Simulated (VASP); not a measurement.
# AlCo (Pm-3m) in VASP: notebook

The runs below take AlCo through single point, with PBE.

Everything below comes from runs of VASP 6.6.1. Logs are shortened: lines on timing, memory, paths and dates and some standing lists are left out, and cuts for length are marked.

## Step 1: The cell of the first run

The structure is cubic, space group Pm-3m (No. 221). The conventional cell has a = 2.852 Å, b = 2.852 Å, c = 2.852 Å, α = 90.00°, β = 90.00°, γ = 90.00°. Within 3.3 Å of Al (site symmetry m-3m) lie 8 Co at 2.47 Å and 6 Al at 2.85 Å. Co (site symmetry m-3m) has 8 Al at 2.47 Å and 6 Co at 2.85 Å within 3.3 Å.

## Step 2: Single point, PBE, collinear spin, ferrimagnetic start

Contents of INCAR:

```
ALGO = Normal
EDIFF = 1E-6
ENCUT = 520
GGA = PE
ISIF = 2
ISMEAR = 0
ISPIN = 2
LASPH = True
LCHARG = False
LMAXMIX = 4
LORBIT = 11
LREAL = False
LWAVE = False
MAGMOM = -0.01 0.16
NBANDS = 17
NELM = 150
PREC = Accurate
SIGMA = 0.1
```

Contents of KPOINTS:

```
k-points
0
Gamma
  14 14 14
```

Contents of POSCAR:

```
AlCo
1.0
    2.8519024094      0.0000000000      0.0000000000
    0.0000000000      2.8519024094      0.0000000000
    0.0000000000      0.0000000000      2.8519024094
Al Co
1 1
Direct
    0.0000000000      0.0000000000      0.0000000000
    0.5000000000      0.5000000000      0.5000000000
```

Potentials or basis: VASP PAW PBE potentials, release 64 (Al, Co).

On the command line:

```console
> cat potpaw_PBE.64/Al/POTCAR potpaw_PBE.64/Co/POTCAR > POTCAR
> mpirun -np 1 vasp_std > vasp.out
```

OUTCAR:

```text
EDIFF = 1E-6
   ENCUT = 520
   GGA = PE
   ISIF = 2
   ISMEAR = 0
   ISPIN = 2
   LASPH = True
   LORBIT = 11
   LREAL = False
   NELM = 150
   PREC = Accurate

 ion  position               nearest neighbor table
   1  0.000  0.000  0.000-   2 2.47   2 2.47   2 2.47   2 2.47   2 2.47   2 2.47   2 2.47   2 2.47

   2  0.500  0.500  0.500-   1 2.47   1 2.47   1 2.47   1 2.47   1 2.47   1 2.47   1 2.47   1 2.47

  LATTYP: Found a simple cubic cell.
 ALAT       =     2.8519024094

  Lattice vectors:

 A1 = (   2.8519024094,   0.0000000000,   0.0000000000)
 A2 = (   0.0000000000,   2.8519024094,   0.0000000000)
 A3 = (   0.0000000000,   0.0000000000,   2.8519024094)

Analysis of symmetry for initial positions (statically):
=====================================================================
 Subroutine PRICEL returns:
 Original cell was already a primitive cell.

 Routine SETGRP: Setting up the symmetry group for a
 simple cubic supercell.

 Subroutine GETGRP returns: Found 48 space group operations
 (whereof 48 operations were pure point group operations)
 out of a pool of 48 trial point group operations.

The static configuration has the point symmetry O_h .

Analysis of symmetry for dynamics (positions and initial velocities):
=====================================================================
 Subroutine PRICEL returns:
 Original cell was already a primitive cell.

 Routine SETGRP: Setting up the symmetry group for a
 simple cubic supercell.

 Subroutine GETGRP returns: Found 48 space group operations
 (whereof 48 operations were pure point group operations)
 out of a pool of 48 trial point group operations.

The dynamic configuration has the point symmetry O_h .

Analysis of structural, dynamic, and magnetic symmetry:
=====================================================================
 Subroutine PRICEL returns:
 Original cell was already a primitive cell.

 Routine SETGRP: Setting up the symmetry group for a
 simple cubic supercell.

 Subroutine GETGRP returns: Found 48 space group operations
 (whereof 48 operations were pure point group operations)
 out of a pool of 48 trial point group operations.

The overall configuration has the point symmetry O_h .

 Subroutine INISYM returns: Found 48 space group operations
 (whereof 48 operations are pure point group operations),
 and found     1 'primitive' translations

----------------------------------------------------------------------------------------

                                     Primitive cell

  volume of cell :      23.1955

  direct lattice vectors                    reciprocal lattice vectors
     2.851902409  0.000000000  0.000000000     0.350643134  0.000000000  0.000000000
     0.000000000  2.851902409  0.000000000     0.000000000  0.350643134  0.000000000
     0.000000000  0.000000000  2.851902409     0.000000000  0.000000000  0.350643134

  length of vectors
     2.851902409  2.851902409  2.851902409     0.350643134  0.350643134  0.350643134

  position of ions in fractional coordinates (direct lattice)
     0.000000000  0.000000000  0.000000000
     0.500000000  0.500000000  0.500000000

  ion indices of the primitive-cell ions
   primitive index   ion index
                 1           1
                 2           2

----------------------------------------------------------------------------------------

 KPOINTS: k-points

Automatic generation of k-mesh.
 Grid dimensions read from file:
 generate k-points for:   14   14   14

 Generating k-lattice:

  Cartesian coordinates                     Fractional coordinates (reciprocal lattice)
     0.025045938  0.000000000  0.000000000     0.071428571  0.000000000  0.000000000
     0.000000000  0.025045938  0.000000000     0.000000000  0.071428571  0.000000000
     0.000000000  0.000000000  0.025045938     0.000000000  0.000000000  0.071428571

  Length of vectors
     0.025045938  0.025045938  0.025045938

  Shift w.r.t. Gamma in fractional coordinates (k-lattice)
     0.000000000  0.000000000  0.000000000

 Subroutine IBZKPT returns following result:
 ===========================================

 Found    120 irreducible k-points:

 Following reciprocal coordinates:
            Coordinates               Weight
  0.000000  0.000000  0.000000      1.000000
  0.071429  0.000000  0.000000      6.000000
  0.142857  0.000000  0.000000      6.000000
  0.214286  0.000000  0.000000      6.000000
  0.285714  0.000000  0.000000      6.000000
  0.357143  0.000000  0.000000      6.000000
[... 16 lines left out ...]
  0.285714  0.214286  0.000000     24.000000
  0.357143  0.214286  0.000000     24.000000
 [... further k-points ...]
   k-points           NKPTS =    120   k-points in BZ     NKDIM =    120   number of bands    NBANDS=     17
   number of dos      NEDOS =    301   number of ions     NIONS =      2
   total plane-waves  NPLWV =  13824
   dimension x,y,z NGX =    24 NGY =   24 NGZ =   24
   dimension x,y,z NGXF=    48 NGYF=   48 NGZF=   48
   ions per type =               1   1
   NGX,Y,Z   is equivalent  to a cutoff of  13.99, 13.99, 13.99 a.u.
   NGXF,Y,Z  is equivalent  to a cutoff of  27.98, 27.98, 27.98 a.u.
 SYSTEM =  unknown system
   PREC   = accura    normal or accurate (medium, high low for compatibility)
   ISTART =      0    job   : 0-new  1-cont  2-samecut
   ICHARG =      2    charge: 1-file 2-atom 10-const
   ISPIN  =      2    spin polarized calculation?
   LNONCOLLINEAR =      F non collinear calculations
   LSORBIT =      F    spin-orbit coupling
   LASPH  =      T    aspherical Exc in radial PAW
   ENCUT  =  520.0 eV  38.22 Ry    6.18 a.u.   5.30  5.30  5.30*2*pi/ulx,y,z
   NELM   =    150;   NELMIN=  2; NELMDL= -5     # of ELM steps
   EDIFF  = 0.1E-05   stopping-criterion for ELM
   LREAL  =      F    real-space projection
   EDIFFG = 0.1E-04   stopping-criterion for IOM
   NSW    =      0    number of steps for IOM
   IBRION =     -1    ionic relax: 0-MD 1-quasi-New 2-CG
   NFREE  =      0    steps in history (QN), initial steepest desc. (CG)
   ISIF   =      2    stress and relaxation
   ISYM   =      2    0-nonsym 1-usesym 2-fastsym
   POTIM  = 0.5000    time-step for ionic-motion
   TEBEG  =    0.0;   TEEND  =   0.0 temperature during run
   PSTRESS=    0.0 pullay stress
   NELECT =      12.0000    total number of electrons
   NUPDOWN=      -1.0000    fix difference up-down
   EMIN   =  10.00;   EMAX   =-10.00  energy-range for DOS
   EFERMI =   0.00;   METHOD = LEGACY
   ISMEAR =     0;   SIGMA  =   0.10  broadening in eV -4-tet -1-fermi 0-gaus
   EFERMI_NEDOS =   21; number of points for ismear=-14 and -15
   IALGO  =     38    algorithm
   IMIX   =      4    mixing-type and parameters
     AMIX     =   0.40;   BMIX     =  1.00
     AMIX_MAG =   1.60;   BMIX_MAG =  1.00
  volume/ion in A,a.u.               =      11.60        78.27
  Fermi-wavevector in a.u.,A,eV,Ry     =   1.314218  2.483511 23.499543  1.727168
  Thomas-Fermi vector in A             =   2.444486
   LORBIT       =     11    0 simple, 1 ext, 2 COOP (PROOUT), +10 PAW based schemes
   GGA     = PE    functional components
   LHFCALC =     F    Hartree Fock is set to
   AEXX    =    0.0000 exact exchange contribution
   IVDW    =     0    specifies the selected vdW correction
   LEPSILON=     F    determine dielectric tensor
   LRPA    =     F    only Hartree local field effects (RPA)
 spin polarized calculation
 Gauss-broadening in eV      SIGMA  =   0.10
  energy-cutoff  :      520.00
  volume of cell :       23.20
 maximum number of plane-waves:       640
 NGX is ok and might be reduce to    24
   NGX = 11   NGY = 11   NGZ = 11

 number of electron      11.9999996 magnetization      -0.0004616

 number of electron      11.9999996 magnetization       0.0000302

 Free energy of the ion-electron system (eV)
  ---------------------------------------------------
  ext. energy  EPLUGINS =         0.00000000
  ---------------------------------------------------
  free energy    TOTEN  =       -11.99113273 eV

  energy without entropy =      -11.98758270  energy(sigma->0) =      -11.98935771

 E-fermi :  10.5598     XC(G=0): -12.2554

 val. band max:       10.5543929264   @ k =   0.5000   0.3571   0.0714
 cond. band min:      10.6280685704   @ k =   0.5000   0.2857   0.0000
 fundamental gap:      0.0736756441
 Fermi energy:        10.5597686705

 spin component 1

 k-point     1 :       0.0000    0.0000    0.0000
  band No.  band energies     occupation
      1      -0.5131      1.00000
      2       7.5977      1.00000
      3       7.5977      1.00000
      4       9.7069      1.00000
      5       9.7069      1.00000
      6       9.7069      1.00000
[... 9 lines left out ...]
     16      34.1602      0.00000
     17      34.1602      0.00000
[... 441 lines left out ...]
 k-point    24 :       0.3571    0.2143    0.0000
  band No.  band energies     occupation
      1       2.5799      1.00000
      2       6.4977      1.00000
      3       8.0404      1.00000
      4       8.7115      1.00000
      5       9.0502      1.00000
      6       9.4676      1.00000
[... 9 lines left out ...]
     16      31.7764      0.00000
     17      33.8541      0.00000

 [... further k-points ...]

 spin component 2

 k-point     1 :       0.0000    0.0000    0.0000
  band No.  band energies     occupation
      1      -0.5131      1.00000
      2       7.5977      1.00000
      3       7.5977      1.00000
      4       9.7071      1.00000
      5       9.7071      1.00000
      6       9.7071      1.00000
[... 9 lines left out ...]
     16      34.1603      0.00000
     17      34.1603      0.00000
[... 441 lines left out ...]
 k-point    24 :       0.3571    0.2143    0.0000
  band No.  band energies     occupation
      1       2.5799      1.00000
      2       6.4977      1.00000
      3       8.0405      1.00000
      4       8.7117      1.00000
      5       9.0504      1.00000
      6       9.4678      1.00000
[... 9 lines left out ...]
     16      31.7765      0.00000
     17      33.8541      0.00000

 [... further k-points ...]
[... 5 lines left out ...]
  --------------------------------------------------------------------------------------
  -------------------------------------------------------------------------------------
  Total       -0.0019780     -0.0019780     -0.0019780     -0.0000000      0.0000000      0.0000000
  in kB       -0.1366224     -0.1366224     -0.1366224     -0.0000000      0.0000000      0.0000000
  external PRESSURE =      -0.1366224 kB  Pullay stress =       0.0000000 kB

 VOLUME and BASIS-vectors are now :
 -----------------------------------------------------------------------------
  energy-cutoff  :      520.00
  volume of cell :       23.20
      direct lattice vectors                 reciprocal lattice vectors
     2.851902409  0.000000000  0.000000000     0.350643134  0.000000000  0.000000000
     0.000000000  2.851902409  0.000000000     0.000000000  0.350643134  0.000000000
     0.000000000  0.000000000  2.851902409     0.000000000  0.000000000  0.350643134

 POSITION                                       TOTAL-FORCE (eV/Angst)
 -----------------------------------------------------------------------------------
      0.00000      0.00000      0.00000         0.000000      0.000000      0.000000
      1.42595      1.42595      1.42595         0.000000      0.000000      0.000000
 -----------------------------------------------------------------------------------
    total drift:                                0.000000     -0.000000     -0.000000

  FREE ENERGIE OF THE ION-ELECTRON SYSTEM (eV)
  ---------------------------------------------------
  free  energy   TOTEN  =       -11.9911327290 eV

  energy  without entropy=      -11.9875826977  energy(sigma->0) =      -11.98935771

 total charge

# of ion       s       p       d       tot
------------------------------------------
    1        0.394   0.427   0.000   0.821
    2        0.433   0.506   7.507   8.445
--------------------------------------------------
tot          0.827   0.933   7.507   9.267

 magnetization (x)

# of ion       s       p       d       tot
------------------------------------------
    1       -0.000  -0.000   0.000  -0.000
    2       -0.000  -0.000   0.000   0.000
--------------------------------------------------
tot         -0.000  -0.000   0.000   0.000
```

Wall time 42 s (1 thread of AMD EPYC 9R45 (Zen 5), shared host); peak memory 0.17 GiB.

What came out:

```yaml
Free_energy: -11.9911 eV
Pressure: 0.0 GPa
Band_gap_on_the_k_mesh: zero (filled and empty bands overlap)
Net_moment: 0.00 μB per cell
Valence_electrons_inside_the_program's_atomic_spheres: Al 0.82; Co 8.45
```

Levels at points of the mesh, in eV from the Fermi level:
Spin up:
```tsv
k point	band 3	band 4	band 5	band 6	band 7	band 8	band 9	band 10
(0.00, 0.00, 0.00)	-2.96	-0.85	-0.85	-0.85	5.94	5.94	5.94	8.71
(0.50, 0.00, 0.00)	-2.37	-1.72	-1.72	-0.74	0.16	8.38	10.59	10.59
(0.50, 0.50, 0.00)	-2.69	-2.69	-1.51	-1.51	-0.25	2.41	3.43	12.71
(0.50, 0.50, 0.50)	-3.94	-0.21	-0.21	2.38	2.38	2.38	4.08	5.29
```
Spin down:
```csv
k point,band 3,band 4,band 5,band 6,band 7,band 8,band 9,band 10
"(0.00, 0.00, 0.00)",-2.96,-0.85,-0.85,-0.85,5.94,5.94,5.94,8.71
"(0.50, 0.00, 0.00)",-2.37,-1.72,-1.72,-0.74,0.16,8.38,10.59,10.59
"(0.50, 0.50, 0.00)",-2.69,-2.69,-1.51,-1.51,-0.25,2.41,3.43,12.71
"(0.50, 0.50, 0.50)",-3.94,-0.21,-0.21,2.38,2.38,2.38,4.08,5.29
```

## Step 3: Single point, PBE, collinear spin, ferrimagnetic start

INCAR is that of step 2.

KPOINTS is that of step 2.

Contents of POSCAR:

```
AlCo
1.0
    2.8519024114      0.0000000000      0.0000000000
    0.0000000000      2.8519024114      0.0000000000
    0.0000000000      0.0000000000      2.8519024114
Al Co
1 1
Direct
    0.0000000000      0.0000000000      0.0000000000
    0.5000000000      0.5000000000      0.5000000000
```

Potentials or basis: VASP PAW PBE potentials, release 64 (Al, Co).

On the command line:

```console
> cat potpaw_PBE.64/Al/POTCAR potpaw_PBE.64/Co/POTCAR > POTCAR
> mpirun -np 1 vasp_std > vasp.out
```

OUTCAR:

```text
EDIFF = 1E-6
   ENCUT = 520
   GGA = PE
   ISIF = 2
   ISMEAR = 0
   ISPIN = 2
   LASPH = True
   LORBIT = 11
   LREAL = False
   NELM = 150
   PREC = Accurate

 ion  position               nearest neighbor table
   1  0.000  0.000  0.000-   2 2.47   2 2.47   2 2.47   2 2.47   2 2.47   2 2.47   2 2.47   2 2.47

   2  0.500  0.500  0.500-   1 2.47   1 2.47   1 2.47   1 2.47   1 2.47   1 2.47   1 2.47   1 2.47

  LATTYP: Found a simple cubic cell.
 ALAT       =     2.8519024114

  Lattice vectors:

 A1 = (   2.8519024114,   0.0000000000,   0.0000000000)
 A2 = (   0.0000000000,   2.8519024114,   0.0000000000)
 A3 = (   0.0000000000,   0.0000000000,   2.8519024114)

Analysis of symmetry for initial positions (statically):
=====================================================================
 Subroutine PRICEL returns:
 Original cell was already a primitive cell.

 Routine SETGRP: Setting up the symmetry group for a
 simple cubic supercell.

 Subroutine GETGRP returns: Found 48 space group operations
[... 1142 lines left out ...]
      6       9.4678      1.00000
[... 9 lines left out ...]
     16      31.7765      0.00000
     17      33.8541      0.00000

 [... further k-points ...]

------------------------ aborting loop because EDIFF is reached ----------------------------------------

  FORCE on cell =-STRESS in cart. coord.  units (eV):
  Direction    XX          YY          ZZ          XY          YZ          ZX
  --------------------------------------------------------------------------------------
  -------------------------------------------------------------------------------------
  Total       -0.0019780     -0.0019780     -0.0019780     -0.0000000     -0.0000000      0.0000000
  in kB       -0.1366258     -0.1366258     -0.1366258     -0.0000000     -0.0000000      0.0000000
  external PRESSURE =      -0.1366258 kB  Pullay stress =       0.0000000 kB

 VOLUME and BASIS-vectors are now :
 -----------------------------------------------------------------------------
  energy-cutoff  :      520.00
  volume of cell :       23.20
      direct lattice vectors                 reciprocal lattice vectors
     2.851902411  0.000000000  0.000000000     0.350643134  0.000000000  0.000000000
     0.000000000  2.851902411  0.000000000     0.000000000  0.350643134  0.000000000
     0.000000000  0.000000000  2.851902411     0.000000000  0.000000000  0.350643134

 POSITION                                       TOTAL-FORCE (eV/Angst)
 -----------------------------------------------------------------------------------
      0.00000      0.00000      0.00000         0.000000      0.000000      0.000000
      1.42595      1.42595      1.42595         0.000000      0.000000      0.000000
 -----------------------------------------------------------------------------------
    total drift:                                0.000000      0.000000     -0.000000

  FREE ENERGIE OF THE ION-ELECTRON SYSTEM (eV)
  ---------------------------------------------------
  free  energy   TOTEN  =       -11.9911327289 eV

  energy  without entropy=      -11.9875826975  energy(sigma->0) =      -11.98935771

 total charge

# of ion       s       p       d       tot
------------------------------------------
    1        0.394   0.427   0.000   0.821
    2        0.433   0.506   7.507   8.445
--------------------------------------------------
tot          0.827   0.933   7.507   9.267

 magnetization (x)

# of ion       s       p       d       tot
------------------------------------------
    1       -0.000  -0.000   0.000  -0.000
    2       -0.000  -0.000   0.000   0.000
--------------------------------------------------
tot         -0.000  -0.000   0.000   0.000
```

OSZICAR:

```text
N       E                     dE             d eps       ncg     rms          rms(c)
DAV:   1     0.373372233179E+02    0.37337E+02   -0.46999E+03  8344   0.710E+02
DAV:   2    -0.115689285995E+02   -0.48906E+02   -0.43427E+02  9363   0.150E+02
DAV:   3    -0.136265165882E+02   -0.20576E+01   -0.20370E+01  9691   0.328E+01
DAV:   4    -0.136561087217E+02   -0.29592E-01   -0.29578E-01 10072   0.351E+00
DAV:   5    -0.136569919605E+02   -0.88324E-03   -0.88319E-03 10025   0.651E-01    0.125E+01
DAV:   6    -0.164844681028E+02   -0.28275E+01   -0.54628E+01  9177   0.748E+01    0.177E+01
DAV:   7    -0.120210655783E+02    0.44634E+01   -0.26920E+01  9440   0.477E+01    0.183E+00
DAV:   8    -0.120051661238E+02    0.15899E-01   -0.10099E-01  9492   0.184E+00    0.115E+00
DAV:   9    -0.119913069029E+02    0.13859E-01   -0.27621E-02 10507   0.154E+00    0.272E-01
DAV:  10    -0.119911592473E+02    0.14766E-03   -0.64319E-04 10994   0.236E-01    0.152E-01
DAV:  11    -0.119911410707E+02    0.18177E-04   -0.26361E-05 11540   0.451E-02    0.972E-02
DAV:  12    -0.119911329364E+02    0.81343E-05   -0.65489E-06 10125   0.246E-02    0.822E-03
DAV:  13    -0.119911327289E+02    0.20746E-06   -0.66215E-07  4952   0.899E-03
   1 F= -.11991133E+02 E0= -.11989358E+02  d E =-.355003E-02  mag=     0.0000
```

stdout:

```text
POSCAR found type information on POSCAR AlCo
 POSCAR found :  2 types and       2 ions
 scaLAPACK will be used
 LDA part: xc-table for (Slater+PW92), standard interpolation
 POSCAR, INCAR and KPOINTS ok, starting setup
 FFT: planning ... GRIDC
 FFT: planning ... GRID_SOFT
 FFT: planning ... GRID
 WAVECAR not read
 entering main loop
```

Wall time 54 s (1 thread of Intel Xeon Platinum 8259CL at 2.50GHz (Skylake/Cascade Lake), shared host); peak memory 0.2 GiB.

Results:

- Free energy: -11.9911 eV
- Pressure: 0.0 GPa
- Band gap on the k mesh: zero (filled and empty bands overlap)
- Net moment: 0.00 μB per cell
- Valence electrons inside the program's atomic spheres: Al 0.82; Co 8.45

(Part 1 of 2 ends here.)
